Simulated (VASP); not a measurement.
# LiSi16 (a cell with a defect) in VASP: a series of runs, part 2 of 2

VASP 6.6.1.

## Step 4: Single point, PBEsol

The input, INCAR:

```
SYSTEM = LiSi16
PREC = Accurate
ENCUT = 520
EDIFF = 1E-6
ISMEAR = 0
SIGMA = 0.05
LREAL = Auto
LASPH = .True.
NELM = 100
ALGO = Normal
ISIF = 2
LWAVE = .False.
LCHARG = .True.
GGA = PS
LELF = .True.
LVHAR = .True.
NBANDS = 48
NELECT = 66.0
```

The input, KPOINTS:

```
regular mesh
0
Gamma
  2 2 2
  0 0 0
```

The input, POSCAR:

```
LiSi16
1.0
    0.0000000000      5.4271200000      5.4271200000
    5.4271200000      0.0000000000      5.4271200000
    5.4271200000      5.4271200000      0.0000000000
Si Li
16 1
Direct
    0.3685544082      0.3693205604      0.3930961541
    0.2544233406      0.2345570026      0.2557901797
    0.3685721893      0.3693219424      0.8695916987
    0.2193685601      0.2602198772      0.7604970039
    0.4062121346      0.8646042468      0.3648802680
    0.2544285920      0.7555240164      0.2557928515
    0.3685613180      0.8928189353      0.8695902246
    0.2544196554      0.7555189493      0.7348335766
    0.8810355216      0.3675887948      0.3759624810
    0.7439555418      0.2491511151      0.2580276463
    0.8479297491      0.3840310330      0.8843006051
    0.7439726780      0.2491489040      0.7494138696
    0.8810421550      0.8756986210      0.3759634023
    0.7788743385      0.7403826523      0.2406518559
    0.8810309151      0.8756975154      0.8678585511
    0.7439621751      0.7577575215      0.7494153437
    0.3665094009      0.5445062022      0.0447844345
```

Potentials or basis: VASP PAW PBE potentials, release 64 (Si, Li_sv).

Launch:

```sh
$ cat potpaw_PBE.64/Si/POTCAR potpaw_PBE.64/Li_sv/POTCAR > POTCAR
$ mpirun -np 1 vasp_std > vasp.out
```

OUTCAR:

```text
SYSTEM = LiSi16
   PREC = Accurate
   ENCUT = 520
   EDIFF = 1E-6
   ISMEAR = 0
   LREAL = Auto
   LASPH = .True.
   NELM = 100
   ISIF = 2
   GGA = PS
   NELECT = 66.0

 ion  position               nearest neighbor table
   1  0.369  0.369  0.393-   4 2.31  17 2.32  10 2.35   2 2.42   6 2.42
   2  0.254  0.235  0.256-   5 2.33   9 2.34  17 2.41   3 2.42   1 2.42
   3  0.369  0.369  0.870-   4 2.31  17 2.32  12 2.35   8 2.42   2 2.42
   4  0.219  0.260  0.760-   1 2.31   7 2.31   3 2.31  11 2.33
   5  0.406  0.865  0.365-   6 2.33   2 2.33   8 2.33  14 2.34
   6  0.254  0.756  0.256-   5 2.33  13 2.34  17 2.41   7 2.42   1 2.42
   7  0.369  0.893  0.870-   4 2.31  17 2.32  16 2.35   8 2.42   6 2.42
   8  0.254  0.756  0.735-   5 2.33  15 2.34  17 2.41   3 2.42   7 2.42
   9  0.881  0.368  0.376-   2 2.34  14 2.34  12 2.34  10 2.34
  10  0.744  0.249  0.258-   9 2.34  13 2.34  11 2.35   1 2.35
  11  0.848  0.384  0.884-   4 2.33  16 2.35  12 2.35  10 2.35
  12  0.744  0.249  0.749-  15 2.34   9 2.34  11 2.35   3 2.35
  13  0.881  0.876  0.376-   6 2.34  14 2.34  16 2.34  10 2.34
  14  0.779  0.740  0.241-   5 2.34  15 2.34   9 2.34  13 2.34
  15  0.881  0.876  0.868-   8 2.34  14 2.34  12 2.34  16 2.34
  16  0.744  0.758  0.749-  15 2.34  13 2.34  11 2.35   7 2.35
[... 210 lines left out ...]
      3      -3.7111      2.00000
      4      -3.6447      2.00000
      5      -3.6447      2.00000
      6      -3.6033      2.00000
[... 373 lines left out ...]
     44      10.1660      0.00000
     45      10.2141      0.00000
 [bands above 45 left out]

------------------------ aborting loop because EDIFF is reached ----------------------------------------

  FORCE on cell =-STRESS in cart. coord.  units (eV):
  Direction    XX          YY          ZZ          XY          YZ          ZX
  --------------------------------------------------------------------------------------
  -------------------------------------------------------------------------------------
  Total       -3.6610433     -3.6612998     -3.6622550      0.8616957     -0.8609358      0.8623802
  in kB      -18.3475120    -18.3487973    -18.3535845      4.3184333     -4.3146252      4.3218638
  external PRESSURE =     -18.3499646 kB  Pullay stress =       0.0000000 kB

 VOLUME and BASIS-vectors are now :
 -----------------------------------------------------------------------------
  energy-cutoff  :      520.00
  volume of cell :      319.70
      direct lattice vectors                 reciprocal lattice vectors
     0.000000000  5.427120000  5.427120000    -0.092129896  0.092129896  0.092129896
     5.427120000  0.000000000  5.427120000     0.092129896 -0.092129896  0.092129896
     5.427120000  5.427120000  0.000000000     0.092129896  0.092129896 -0.092129896

 POSITION                                       TOTAL-FORCE (eV/Angst)
 -----------------------------------------------------------------------------------
      4.13773      4.13357      4.00454         0.028091     -0.030130     -0.027766
      2.66117      2.76899      2.65376         0.032208     -0.033163      0.000254
      6.72373      6.71966      4.00464         0.030190     -0.028617     -0.028359
      5.53955      5.31785      2.60278         0.037059     -0.037220     -0.037067
      6.67256      4.18481      6.89687         0.014245     -0.015219     -0.014604
      5.48854      2.76903      5.48113        -0.001134     -0.032948     -0.032657
[... 9 lines left out ...]
      8.17961      8.10474      8.15001         0.027533     -0.027841     -0.009837
      3.19815      2.23214      4.94419        -0.350272      0.352953      0.351678
 -----------------------------------------------------------------------------------
    total drift:                               -0.001908      0.002414      0.003406

  FREE ENERGIE OF THE ION-ELECTRON SYSTEM (eV)
  ---------------------------------------------------
  free  energy   TOTEN  =       -98.2873543601 eV

  energy  without entropy=      -98.2873104813  energy(sigma->0) =      -98.28733242
```

OSZICAR:

```text
N       E                     dE             d eps       ncg     rms          rms(c)
DAV:   1     0.172636122844E+03    0.17264E+03   -0.25176E+04   768   0.117E+03
DAV:   2    -0.804711748327E+02   -0.25311E+03   -0.23554E+03   928   0.191E+02
DAV:   3    -0.990888305619E+02   -0.18618E+02   -0.18259E+02  1112   0.440E+01
DAV:   4    -0.100313126587E+03   -0.12243E+01   -0.12140E+01  1264   0.100E+01
DAV:   5    -0.100343349056E+03   -0.30222E-01   -0.30217E-01  1024   0.143E+00    0.145E+01
DAV:   6    -0.989087607517E+02    0.14346E+01   -0.10402E+00   888   0.332E+00    0.875E+00
DAV:   7    -0.982824696801E+02    0.62629E+00   -0.16530E+00   928   0.377E+00    0.101E+00
DAV:   8    -0.982850236962E+02   -0.25540E-02   -0.15535E-01   896   0.144E+00    0.513E-01
DAV:   9    -0.982866353382E+02   -0.16116E-02   -0.10301E-02   968   0.366E-01    0.251E-01
DAV:  10    -0.982871246054E+02   -0.48927E-03   -0.13530E-03   896   0.118E-01    0.112E-01
DAV:  11    -0.982873442663E+02   -0.21966E-03   -0.26309E-04   928   0.621E-02    0.343E-02
DAV:  12    -0.982873537398E+02   -0.94735E-05   -0.41294E-05   976   0.222E-02    0.126E-02
DAV:  13    -0.982873543601E+02   -0.62026E-06   -0.78210E-06   912   0.983E-03
   1 F= -.98287354E+02 E0= -.98287332E+02  d E =-.438788E-04
```

Run time: 3.4 min. Hardware: 1 thread of Intel Xeon 8259CL, shared host; peak memory 0.45 GiB.

Results:

```
Free energy   : -98.2874 eV
Largest force : 0.609 eV/Å
```

Forces on the atoms (eV/Å):
```
Si   0.028 -0.030 -0.028
Si   0.032 -0.033  0.000
Si   0.030 -0.029 -0.028
Si   0.037 -0.037 -0.037
Si   0.014 -0.015 -0.015
Si  -0.001 -0.033 -0.033
Si   0.028 -0.028 -0.030
Si   0.032  0.000 -0.033
Si   0.022 -0.022 -0.023
Si   0.027 -0.010 -0.028
Si  -0.010  0.010  0.009
Si   0.011 -0.028 -0.027
Si   0.023 -0.022 -0.022
Si   0.027 -0.027 -0.027
Si   0.022 -0.022 -0.022
Si   0.028 -0.028 -0.010
Li  -0.350  0.353  0.352
```

Levels at points of the mesh, in eV from the Fermi level:
| k point | band 30 | band 31 | band 32 | band 33 | band 34 | band 35 | band 36 | band 37 |
| --- | --- | --- | --- | --- | --- | --- | --- | --- |
| (0.00, 0.00, 0.00) | -1.18 | -0.19 | -0.12 | -0.12 | 0.11 | 0.38 | 0.38 | 0.48 |
| (0.50, 0.00, 0.00) | -0.93 | -0.93 | -0.86 | -0.86 | 1.02 | 1.02 | 1.03 | 1.48 |
| (0.00, 0.50, 0.00) | -0.97 | -0.95 | -0.92 | -0.86 | 0.87 | 1.04 | 1.23 | 1.24 |
| (0.00, 0.00, 0.50) | -0.97 | -0.95 | -0.92 | -0.86 | 0.87 | 1.04 | 1.23 | 1.24 |
| (0.50, 0.50, 0.50) | -0.97 | -0.95 | -0.92 | -0.86 | 0.87 | 1.04 | 1.23 | 1.24 |
| (0.50, 0.50, 0.00) | -1.56 | -1.53 | -1.45 | -1.40 | 0.75 | 0.90 | 1.95 | 2.06 |
| (0.00, 0.50, 0.50) | -1.56 | -1.53 | -1.45 | -1.40 | 0.75 | 0.90 | 1.95 | 2.06 |
| (0.50, 0.00, 0.50) | -1.56 | -1.53 | -1.45 | -1.40 | 0.75 | 0.90 | 1.95 | 2.06 |

Caveat: the k points lie up to 0.50 Å⁻¹ apart; the cell carries a net charge on a neutralising background, which shifts energy and pressure; the cell is charged against a uniform background, so pressure and absolute levels hang on convention; the cutoff is under 1.25 times the usual one of these potentials, so pressure, stress and relaxed cells hold a basis-set (Pulay) error; the PAW data sets were made with another functional, which shifts forces and pressure a little.

## Step 5: Single point, PBEsol

The input, INCAR:

```
  ALGO = Normal
  EDIFF = 1E-6
  ENCUT = 520
  GGA = PS
  ISIF = 2
  ISMEAR = 0
  LASPH = T
  LCHARG = F
  LREAL = Auto
  LWAVE = F
  NBANDS = 48
  NELECT = 66.0
  NELM = 80
  PREC = Accurate
  SIGMA = 0.05
```

The input, KPOINTS:

```
k-points
0
Gamma
  2 2 2
```

The input, POSCAR:

```
LiSi16
1.0
    0.0000000000      5.4271200000      5.4271200000
    5.4271200000      0.0000000000      5.4271200000
    5.4271200000      5.4271200000      0.0000000000
Si Li
16 1
Direct
    0.3707859786      0.3694029246      0.3908345494
    0.2566469877      0.2321172187      0.2560420628
    0.3707938096      0.3694076232      0.8698303152
    0.2190470268      0.2603202988      0.7607492556
    0.4059189773      0.8646960082      0.3651266233
    0.2566584118      0.7556206607      0.2560426156
    0.3707890189      0.8904053163      0.8698269985
    0.2566391567      0.7556190945      0.7325482945
    0.8812588445      0.3671379111      0.3762206290
    0.7441805230      0.2492541164      0.2577300668
    0.8464272026      0.3845254942      0.8849483704
    0.7441911179      0.2492556826      0.7496733995
    0.8812691630      0.8758008852      0.3762191549
    0.7773771356      0.7408752709      0.2412974100
    0.8812519347      0.8758033727      0.8675610637
    0.7441846688      0.7573067299      0.7496724782
    0.2592359299      0.5802575768      0.0806889289
```

Launch:

```sh
$ cat potpaw_PBE.64/Si/POTCAR potpaw_PBE.64/Li_sv/POTCAR > POTCAR
$ mpirun -np 1 vasp_std > vasp.out
```

Wall time 3.4 min (1 thread of Intel Xeon 8259CL, shared host); peak memory 0.45 GiB.

It converged, with:

```
Free energy   : -98.2855 eV
Largest force : 0.612 eV/Å
```

Forces on the atoms (eV/Å):
```
Si  -0.035 -0.002  0.035
Si  -0.030  0.029  0.027
Si   0.000  0.035  0.034
Si  -0.015  0.015  0.015
Si  -0.037  0.038  0.038
Si  -0.027  0.029  0.029
Si  -0.034  0.034 -0.001
Si  -0.029  0.026  0.029
Si  -0.025  0.026  0.013
Si  -0.019  0.027  0.019
Si  -0.028  0.027  0.027
Si  -0.026  0.019  0.019
Si  -0.014  0.027  0.026
Si   0.011 -0.011 -0.011
Si  -0.026  0.014  0.026
Si  -0.020  0.020  0.026
Li   0.354 -0.354 -0.352
```

Levels at points of the mesh, in eV from the Fermi level:
| k point | band 31 | band 32 | band 33 | band 34 | band 35 | band 36 |
| --- | --- | --- | --- | --- | --- | --- |
| (0.00, 0.00, 0.00) | -0.19 | -0.12 | -0.12 | 0.11 | 0.38 | 0.38 |
| (0.50, 0.00, 0.00) | -0.93 | -0.86 | -0.86 | 1.02 | 1.02 | 1.03 |
| (0.00, 0.50, 0.00) | -0.95 | -0.92 | -0.86 | 0.87 | 1.04 | 1.23 |
| (0.00, 0.00, 0.50) | -0.95 | -0.92 | -0.86 | 0.87 | 1.04 | 1.23 |
| (0.50, 0.50, 0.50) | -0.95 | -0.92 | -0.86 | 0.87 | 1.04 | 1.23 |
| (0.50, 0.50, 0.00) | -1.53 | -1.45 | -1.40 | 0.75 | 0.90 | 1.95 |
| (0.00, 0.50, 0.50) | -1.53 | -1.45 | -1.40 | 0.75 | 0.90 | 1.95 |
| (0.50, 0.00, 0.50) | -1.53 | -1.45 | -1.40 | 0.75 | 0.90 | 1.95 |

Caveat: the k points lie up to 0.50 Å⁻¹ apart; the cell carries a net charge on a neutralising background, which shifts energy and pressure; the cell is charged against a uniform background, so pressure and absolute levels hang on convention; the cutoff is under 1.25 times the usual one of these potentials, so pressure, stress and relaxed cells hold a basis-set (Pulay) error; the PAW data sets were made with another functional, which shifts forces and pressure a little.
